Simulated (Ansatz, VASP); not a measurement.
One calculation of BaF2, two programs

The input INCAR:

```
SYSTEM = BaF2
ALGO     = Normal         ! electronic algorithm
EDIFF    = 1E-6           ! SCF threshold, eV
ENCUT    = 600            ! plane-wave cutoff, eV
GGA      = PE             ! functional
GGA_COMPAT= .FALSE.      
ISIF     = 2              ! what is computed and relaxed
ISMEAR   = -1             ! smearing method
LASPH    = .TRUE.         ! aspherical terms in the spheres
LCHARG   = .FALSE.        ! write CHGCAR
LREAL    = .FALSE.        ! projectors in reciprocal space
LWAVE    = .FALSE.        ! write WAVECAR
NBANDS   = 19             ! bands
NELM     = 120            ! most SCF steps
PREC     = Accurate       ! precision mode
SIGMA    = 0.02           ! smearing width, eV
```

KPOINTS

```
k-points
0
G
  7 7 7
  0 0 0
```

The input POSCAR:

```
BaF2
1.0
    0.0000000000      3.1230132130      3.1230132130
    3.1230132130      0.0000000000      3.1230132130
    3.1230132130      3.1230132130      0.0000000000
Ba F
1 2
Direct
    0.0000000000      0.0000000000      0.0000000000
    0.2500000000      0.2500000000      0.2500000000
    0.7500000000      0.7500000000      0.7500000000
```

Input for Ansatz:

```yaml
crystal:
  lattice:
    - [0.0, 3.123013213, 3.123013213]
    - [3.123013213, 0.0, 3.123013213]
    - [3.123013213, 3.123013213, 0.0]
  atoms:
    - { symbol: Ba, position: [0.0, 0.0, 0.0] }
    - { symbol: F, position: [0.25, 0.25, 0.25] }
    - { symbol: F, position: [0.75, 0.75, 0.75] }
kpoints:
  mp_grid: { grid: [7, 7, 7] }
  band_path:
    path:
      - [0.0, 0.0, 0.0]
      - [0.5, 0.0, 0.5]
      - [0.625, 0.25, 0.625]
      - [0.375, 0.375, 0.75]
      - [0.0, 0.0, 0.0]
      - [0.5, 0.5, 0.5]
      - [0.5, 0.25, 0.75]
      - [0.5, 0.0, 0.5]
    npoints: 8
scf:
  occupations: { method: fermi_dirac, width: 0.02 }
hamiltonian:
  xc: pbe
  pseudopotentials:
    kind: all_electron
    lapw: { basis_error: 0.0005 }
    relativity: none
output:
  forces: true
  stress: true
  eigenvalues: true
  populations: true
```

Alike in both runs: task single point; functional PBE; k mesh 7 × 7 × 7; occupations fermi-dirac, width 0.02 eV; no spin polarisation.

|  | VASP | Ansatz |
| --- | --- | --- |
| version | VASP 6.6.1 | Ansatz 0.2.0 |
| potentials or method | VASP PAW PBE potentials, release 64 (Ba_sv, F), cutoff 600 eV | all-electron LAPW, non-relativistic |

Ansatz gave:

* gap on the k mesh at the Fermi level (eV): 7.15
* pressure (GPa): 0.5

**Question.** What did VASP give for the same quantities?

**Answer.** gap on the k mesh at the Fermi level (eV): 6.69; pressure (GPa): 0.9.

Ansatz ran all-electron here, and VASP with PAW potentials.

Spin-orbit coupling is off throughout.
